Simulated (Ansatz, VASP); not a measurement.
**Two plane-wave programs on Li**

File INCAR:

```
  ALGO = Normal
  EDIFF = 1E-7
  EDIFFG = -0.01
  ENCUT = 600
  GGA = PE
  IBRION = 2
  ISIF = 3
  ISMEAR = 0
  LASPH = T
  LCHARG = F
  LREAL = F
  LWAVE = F
  NELM = 100
  NSW = 100
  PREC = Accurate
  SIGMA = 0.1
```

The input KPOINTS:

```
k-points
0
Gamma
  16 16 16
```

Contents of POSCAR:

```
Li
1.0
    0.0000000000      2.8548294421      2.8548294421
    2.8548294421      0.0000000000      2.8548294421
    2.8548294421      2.8548294421      0.0000000000
Li
2
Direct
    0.5000000000      0.5000000000      0.5000000000
    0.7500000000      0.7500000000      0.7500000000
```

Input for Ansatz:

```yaml
crystal:
  lattice:
    - [0.0, 2.8548294421, 2.8548294421]
    - [2.8548294421, 0.0, 2.8548294421]
    - [2.8548294421, 2.8548294421, 0.0]
  atoms:
    - { symbol: Li, position: [0.5, 0.5, 0.5] }
    - { symbol: Li, position: [0.75, 0.75, 0.75] }
basis:
  ecutwfc: 420
kpoints:
  mp_grid: { grid: [16, 16, 16] }
hamiltonian:
  xc: pbe
scf:
  occupations: { method: gaussian, width: 0.1 }
output:
  forces: true
  stress: true
  eigenvalues: true
relax:
  adjacent_minimum: "off"
  f_tol: 0.01
  max_steps: 80
  cell: { stress_tol: 0.05 }
```

Alike in both runs: task relaxation of cell and atoms; functional PBE; k mesh 16 × 16 × 16; occupations gaussian, width 0.1 eV; no spin polarisation.

|  | VASP | Ansatz |
| --- | --- | --- |
| version | VASP 6.6.1 | Ansatz 0.2.0 |
| potentials or method | VASP PAW PBE potentials, release 64 (Li_sv), cutoff 600 eV | scalar-relativistic, plane waves, PAW |
| valence electrons in the cell | 6 | 6 |

VASP gave:

* gap on the k mesh at the Fermi level, each at its own relaxed structure (eV): none
* relaxed volume (Å³/atom): 25.34
* relaxed cell length with the largest relative difference (Å): 4.154

**Question.** Estimate Ansatz's values.

**Answer.** gap on the k mesh at the Fermi level, each at its own relaxed structure (eV): none; relaxed volume (Å³/atom): 25.59; relaxed cell length with the largest relative difference (Å): 4.168.

A gap of «none» marks a metal or a gap that the smearing closes.

Noted on VASP's run: the cutoff is short for stress, so the pressure is rough.
